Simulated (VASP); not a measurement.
Input of a VASP 6.6.1 run:

File INCAR:

```
SYSTEM = Ba2Os
  PREC = Accurate
  ENCUT = 560
  EDIFF = 1E-7
  ISMEAR = 1
  SIGMA = 0.05
  LREAL = .False.
  LASPH = .True.
  NELM = 200
  ALGO = Normal
  ISIF = 3
  LWAVE = .False.
  LCHARG = .False.
  ISPIN = 2
  MAGMOM = -1 -2 4
  LORBIT = 11
  LMAXMIX = 4
  GGA = PS
  IBRION = 2
  NSW = 60
  EDIFFG = -0.01
  GGA_COMPAT = .False.
  NELMIN = 4
```

The input KPOINTS:

```
regular mesh
0
Gamma
  5 5 5
  0 0 0
```

POSCAR

```
Ba2Os
1.0
    0.0000000000      4.1576432700      0.0000000000
    4.1576432700      0.0000000000      0.0000000000
    2.0788221400      2.0788221400     -7.3965566500
Os Ba
1 2
Direct
    0.0000000000      0.0000000000      0.0000000000
    0.3700000000      0.3700000000      0.2600000000
    0.6300000000      0.6300000000      0.7400000000
```

Potentials or basis: VASP PAW PBE potentials, release 64 (Os_sv_GW, Ba_sv).

Command:

```bash
$ cat potpaw_PBE.64/Os_sv_GW/POTCAR potpaw_PBE.64/Ba_sv/POTCAR > POTCAR
$ mpirun -np 1 vasp_std > vasp.out
```

Task: What does it give for the net moment?

Result: 0.00 μB per cell.

Task: Estimate the band gap on the k mesh.

Result: Zero (filled and empty bands overlap).

Task: What does it give for the relaxed volume?

Result: 32.03 Å³/atom.

The path:
```tsv
step	energy change (eV)	largest force (eV/Å)	pressure (GPa)	volume (Å³)
1	0.0000	1.2322	-6.67	127.86
2	-0.8968	0.2495	-0.20	97.75
3	-0.8969	0.2584	-0.17	97.66
4	-0.9141	0.1117	-0.08	96.80
5	-0.9188	0.0116	0.00	96.05
6	-0.9188	0.0170	0.01	96.02
7	-0.9188	0.0146	0.02	96.04
8	-0.9189	0.0066	0.04	96.10
```

Caveat: the volume moved by over 15 % at a fixed basis, so the end points are rough; the PAW data sets were made with another functional, which shifts forces and pressure a little; spin-orbit coupling is left out, which moves the levels of the heavy elements.
